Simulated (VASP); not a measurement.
# Mg (P6_3/mmc) in VASP: a series of runs, part 2 of 2

VASP 6.6.1. The steps go on from the part before.

**5. Single point, PBE**

This run uses another cell than the first one, of 23.47 Å³/atom, 1.031 times its volume.

The input, INCAR:

```
PREC = Accurate
ENCUT = 520
EDIFF = 1E-7
ISMEAR = -1
SIGMA = 0.05
LREAL = F
LASPH = T
NELM = 80
ALGO = Fast
ISIF = 2
LWAVE = F
LCHARG = F
GGA = PE
NBANDS = 9
```

The input, KPOINTS:

```
Automatic mesh
0
Gamma
  8 8 4
```

The input, POSCAR:

```
Mg
1.0
    3.2093000000      0.0000000000      0.0000000000
   -1.6046500000      2.7793353284      0.0000000000
    0.0000000000      0.0000000000      5.2624030000
Mg
2
Direct
    0.6666666667      0.3333333333      0.7500000000
    0.3333333333      0.6666666667      0.2500000000
```

Potentials or basis: VASP PAW PBE potentials, release 64 (Mg).

On the command line:

```console
> cat potpaw_PBE.64/Mg/POTCAR > POTCAR
> mpirun -np 1 vasp_std > vasp.out
```

OUTCAR:

```text
PREC = Accurate
   ENCUT = 520
   EDIFF = 1E-7
   ISMEAR = -1
   LREAL = F
   LASPH = T
   NELM = 80
   ISIF = 2
   GGA = PE

 ion  position               nearest neighbor table
   1  0.667  0.333  0.750-   2 3.22   2 3.22   2 3.22   2 3.22   2 3.22   2 3.22
   2  0.333  0.667  0.250-   1 3.22   1 3.22   1 3.22   1 3.22   1 3.22   1 3.22

  LATTYP: Found a hexagonal cell.
 ALAT       =     3.2093000000
 C/A-ratio  =     1.6397354563

  Lattice vectors:

 A1 = (   3.2093000000,   0.0000000000,   0.0000000000)
 A2 = (  -1.6046500000,   2.7793353284,   0.0000000000)
 A3 = (   0.0000000000,   0.0000000000,   5.2624030000)

Analysis of symmetry for initial positions (statically):
=====================================================================
 Subroutine PRICEL returns:
 Original cell was already a primitive cell.

 Routine SETGRP: Setting up the symmetry group for a
 hexagonal supercell.

 Subroutine GETGRP returns: Found 24 space group operations
 (whereof 12 operations were pure point group operations)
 out of a pool of 24 trial point group operations.

The static configuration has the point symmetry D_3d.
 The point group associated with its full space group is D_6h.

Analysis of symmetry for dynamics (positions and initial velocities):
=====================================================================
 Subroutine PRICEL returns:
 Original cell was already a primitive cell.

 Routine SETGRP: Setting up the symmetry group for a
 hexagonal supercell.

 Subroutine GETGRP returns: Found 24 space group operations
 (whereof 12 operations were pure point group operations)
 out of a pool of 24 trial point group operations.

The dynamic configuration has the point symmetry D_3d.
 The point group associated with its full space group is D_6h.

 Subroutine INISYM returns: Found 24 space group operations
 (whereof 12 operations are pure point group operations),
 and found     1 'primitive' translations

[... 120 lines left out ...]
   LHFCALC =     F    Hartree Fock is set to
   AEXX    =    0.0000 exact exchange contribution
   IVDW    =     0    specifies the selected vdW correction
   LEPSILON=     F    determine dielectric tensor
   LRPA    =     F    only Hartree local field effects (RPA)
 non-spin polarized calculation
 RMM-DIIS sequential band-by-band and
  energy-cutoff  :      520.00
  volume of cell :       46.94
 maximum number of plane-waves:      1288
 NGX is ok and might be reduce to    24
   NGX = 11   NGY = 11   NGZ = 19

 number of electron       4.0000000 magnetization

 Free energy of the ion-electron system (eV)
  ---------------------------------------------------
  ext. energy  EPLUGINS =         0.00000000
  ---------------------------------------------------
  free energy    TOTEN  =        -3.03278522 eV

  energy without entropy =       -3.03088768  energy(sigma->0) =       -3.03183645

 E-fermi :   2.4448     XC(G=0):  -8.4226

 val. band max:        2.3443563814   @ k =   0.2500   0.0000   0.0000
 cond. band min:       2.7214042371   @ k =   0.3750   0.1250   0.2500
 fundamental gap:      0.3770478557
 Fermi energy:         2.4447926185

 k-point     1 :       0.0000    0.0000    0.0000
  band No.  band energies     occupation
      1      -4.3171      2.00000
      2       0.8211      2.00000
      3       1.1886      2.00000
      4      13.4356      0.00000
      5      13.4356      0.00000
      6      13.5290      0.00000
      7      13.5290      0.00000
      8      14.1591      0.00000
      9      15.8474      0.00000
[... 265 lines left out ...]
 k-point    24 :       0.3750    0.0000    0.5000
  band No.  band energies     occupation
      1      -0.2947      2.00000
      2      -0.2947      2.00000
      3       4.3613      0.00000
      4       4.3613      0.00000
      5       9.6581      0.00000
      6       9.6581      0.00000
      7      10.7843      0.00000
      8      10.7843      0.00000
      9      12.0804      0.00000

 [... further k-points ...]

------------------------ aborting loop because EDIFF is reached ----------------------------------------

  FORCE on cell =-STRESS in cart. coord.  units (eV):
  Direction    XX          YY          ZZ          XY          YZ          ZX
  --------------------------------------------------------------------------------------
  -------------------------------------------------------------------------------------
  Total       -0.2957973     -0.2957973     -0.2492657      0.0000000      0.0000000      0.0000000
  in kB      -10.0964654    -10.0964654     -8.5081996      0.0000000      0.0000000      0.0000000
  external PRESSURE =      -9.5670434 kB  Pullay stress =       0.0000000 kB

 VOLUME and BASIS-vectors are now :
 -----------------------------------------------------------------------------
  energy-cutoff  :      520.00
  volume of cell :       46.94
      direct lattice vectors                 reciprocal lattice vectors
     3.209300000  0.000000000  0.000000000     0.311594429  0.179899127  0.000000000
    -1.604650000  2.779335328  0.000000000     0.000000000  0.359798255  0.000000000
     0.000000000  0.000000000  5.262403000     0.000000000  0.000000000  0.190027256

 POSITION                                       TOTAL-FORCE (eV/Angst)
 -----------------------------------------------------------------------------------
      1.60465      0.92645      3.94680         0.000000     -0.000000      0.000000
     -0.00000      1.85289      1.31560        -0.000000      0.000000      0.000000
 -----------------------------------------------------------------------------------
    total drift:                                0.000000     -0.000000      0.000000

  FREE ENERGIE OF THE ION-ELECTRON SYSTEM (eV)
  ---------------------------------------------------
  free  energy   TOTEN  =        -3.0327852160 eV

  energy  without entropy=       -3.0308876787  energy(sigma->0) =       -3.03183645
```

Wall time 11 s (1 thread of Intel Xeon Platinum 8559C (Emerald Rapids), shared host); peak memory 0.15 GiB.

Results:

```yaml
Free_energy: -3.0328 eV
Pressure: -1.0 GPa
Band_gap_on_the_k_mesh: zero (band 2 reaches 3.54 eV, above the bottom of band 3 at 1.19 eV)
```

Levels at points of the mesh, in eV from the Fermi level:
```
           k point  band 1  band 2  band 3  band 4  band 5  band 6  band 7
(0.00, 0.00, 0.00)   -6.76   -1.62   -1.26   10.99   10.99   11.08   11.08
(0.50, 0.00, 0.00)   -2.00   -2.00    2.69    3.07    3.23    3.67    6.94
(0.00, 0.00, 0.50)   -5.41   -5.41    4.89    4.89   11.72   11.72   11.72
(0.50, 0.00, 0.50)   -0.99   -0.99   -0.36   -0.36    8.03    8.03    8.08
```

**6. The runs side by side**

```tsv
cell	k mesh	gap on the mesh (eV)	pressure (GPa)
a = 3.209, b = 3.209, c = 5.106 Å, angles 90.0, 90.0, 120.0°, 2 atoms	8 × 8 × 5	none	0.2
a = 3.209, b = 3.209, c = 5.158 Å, angles 90.0, 90.0, 120.0°, 2 atoms	8 × 8 × 5	none	-0.2
a = 3.209, b = 3.209, c = 5.210 Å, angles 90.0, 90.0, 120.0°, 2 atoms	8 × 8 × 5	none	-0.5
a = 3.209, b = 3.209, c = 5.262 Å, angles 90.0, 90.0, 120.0°, 2 atoms	8 × 8 × 4	none	-1.0
```

Alike in all rows: task single point; level PBE; potentials or basis VASP PAW PBE potentials, release 64 (Mg); no spin polarisation; cutoff (eV) 520; smearing fermi-dirac 0.05 eV.

Absolute energies hang on the potentials; compare differences alone.
